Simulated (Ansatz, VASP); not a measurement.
Two plane-wave programs on BaTiO3

```xyz
5
Lattice="3.9720 0.0000 0.0000 0.0000 3.9720 0.0000 0.0000 0.0000 4.1130" Properties=species:S:1:pos:R:3 pbc="T T T"
Ba    1.9860    1.9860    2.4063
Ti    0.0000    0.0000    0.4243
O     0.0000    1.9860    0.2588
O     1.9860    0.0000    0.2588
O     0.0000    0.0000    2.2456
```

Alike in both runs: task single point; functional r2SCAN; k mesh 6 × 6 × 6; no spin polarisation.

|  | VASP | Ansatz |
| --- | --- | --- |
| version | VASP 6.6.1 | Ansatz 0.2.0 |
| potentials or method | VASP PAW PBE potentials, release 64 (Ba_sv, Ti_sv, O) | plane waves, PAW |
| plane-wave cutoff (eV) | 520 | 500 |
| occupations | gaussian, width 0.01 eV | fixed |
| valence electrons in the cell | 40 | 40 |

|  | VASP | Ansatz | Ansatz less VASP |
| --- | --- | --- | --- |
| gap on the k mesh at the Fermi level (eV) | 2.21 | 2.23 | +0.018 |
| pressure (GPa) | 1.9 | 0.0 | -1.93 |
| traceless stress, the component that is largest in VASP (GPa) | 0.11 | 0.00 | -0.108 |
| rms of the force components (eV/Å) | 0.061 | 0.000 | -0.0603 |

VASP's potentials were made for PBE, not for r2SCAN. Atom by atom the forces differ by 0.060 eV/Å (rms over components).

Neither program's run includes spin-orbit coupling.
